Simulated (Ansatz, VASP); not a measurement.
This is a calculation of Pt for Ansatz 0.2.0.

Contents of input.yaml:

```yaml
crystal:
  lattice:
    - [-1.58422, 1.58422, 1.58422]
    - [1.58422, -1.58422, 1.58422]
    - [3.16844, 3.16844, 0.0]
  atoms:
    - { symbol: Pt, position: [0.00586614, 0.00844606, 0.95005859] }
    - { symbol: Pt, position: [0.49413386, 0.49155394, 0.54994141] }
kpoints:
  mp_grid: { grid: [10, 10, 6] }
scf:
  occupations: { method: fermi_dirac, width: 0.05 }
hamiltonian:
  xc: pbe
  pseudopotentials: { kind: all_electron, lapw: { basis_error: 0.001 } }
output:
  forces: true
  stress: true
  eigenvalues: true
  populations: true
```

Potentials or basis: all-electron LAPW, scalar-relativistic.

Launch:

```bash
$ ansatz run input.yaml --threads 2 --pin off --max-ram 6144MiB --backend cpu --events-out ev --progress --plain --runs-dir out
```

Problem. Translate it to VASP 6.6.1. Potentials there: VASP PAW PBE potentials, release 64 (Pt).

Solution. As run (the cutoff follows the program's own potentials):

INCAR

```
ALGO = Fast ; EDIFF = 1E-6
ENCUT = 520 ; GGA = PE
ISIF = 2 ; ISMEAR = -1
LASPH = True ; LCHARG = False
LREAL = False ; LWAVE = False
NBANDS = 17 ; NELM = 80
PREC = Accurate ; SIGMA = 0.05
```

KPOINTS

```
k-points
0
Gamma
  10 10 6
```

Contents of POSCAR:

```
Pt
1.0
   -1.5842200000      1.5842200000      1.5842200000
    1.5842200000     -1.5842200000      1.5842200000
    3.1684400000      3.1684400000      0.0000000000
Pt
2
Direct
    0.0058661400      0.0084460600      0.9500585900
    0.4941338600      0.4915539400      0.5499414100
```

Potentials or basis: VASP PAW PBE potentials, release 64 (Pt).

Launch:

```console
$ cat potpaw_PBE.64/Pt/POTCAR > POTCAR
$ mpirun -np 1 vasp_std > vasp.out
```

Both were run:

|  | VASP | Ansatz | Ansatz less VASP |
| --- | --- | --- | --- |
| gap on the k mesh at the Fermi level (eV) | none | none | - |
| pressure (GPa) | 27.1 | 27.7 | +0.58 |
| traceless stress, the component that is largest in VASP (GPa) | 12.24 | 12.47 | +0.228 |
| rms of the force components (eV/Å) | 3.604 | 3.641 | +0.0365 |

Atom by atom the forces differ by 0.037 eV/Å (rms over components). A gap of «none» marks a metal or a gap that the smearing closes. Ansatz ran all-electron here, and VASP with PAW potentials.

Neither program's run includes spin-orbit coupling.
